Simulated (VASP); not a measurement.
A run of VASP 6.6.1:

File INCAR:

```
SYSTEM = Si2Ni
PREC = Accurate
ENCUT = 520
EDIFF = 1E-6
ISMEAR = 0
SIGMA = 0.15
LREAL = .False.
LASPH = .True.
NELM = 60
ALGO = Fast
ISIF = 2
LWAVE = .False.
LCHARG = .False.
GGA = PE
ISYM = 0
NBANDS = 27
KPAR = 4
```

KPOINTS

```
Automatic mesh
0
Gamma
  12 12 14
  0 0 0
```

File POSCAR:

```
Si2Ni
1.0
    0.0000000000     -2.7234129054     -2.7234129054
   -2.7234129054      0.0000000000     -2.7234129054
    2.7234129054      2.7234129054     -5.4468258107
Si Ni
4 2
Direct
    0.1202087402      0.1345817930      0.6250007265
    0.6297912598      0.6154182070      0.1249992735
    0.3797912598      0.3654182070      0.8749992735
    0.8702087402      0.8845817930      0.3750007265
    0.4932543663      0.5134912973      0.4999999701
    1.0067456337     -0.0134912973      0.0000000299
```

Potentials or basis: VASP PAW PBE potentials, release 64 (Si, Ni).

Launch:

```sh
$ cat potpaw_PBE.64/Si/POTCAR potpaw_PBE.64/Ni/POTCAR > POTCAR
$ mpirun -np 4 vasp_std > vasp.out
```

Hardware: 4 MPI ranks on Oxide Virtual Turin-like Processor, with other jobs on the host.

Problem. Estimate the wall time of this run.

Solution. Run time: 32 min on 4 MPI ranks on Oxide Virtual Turin-like Processor, with other jobs on the host, peak memory 1.6 GiB a rank. Counts: scf iterations 19, k points 1012.
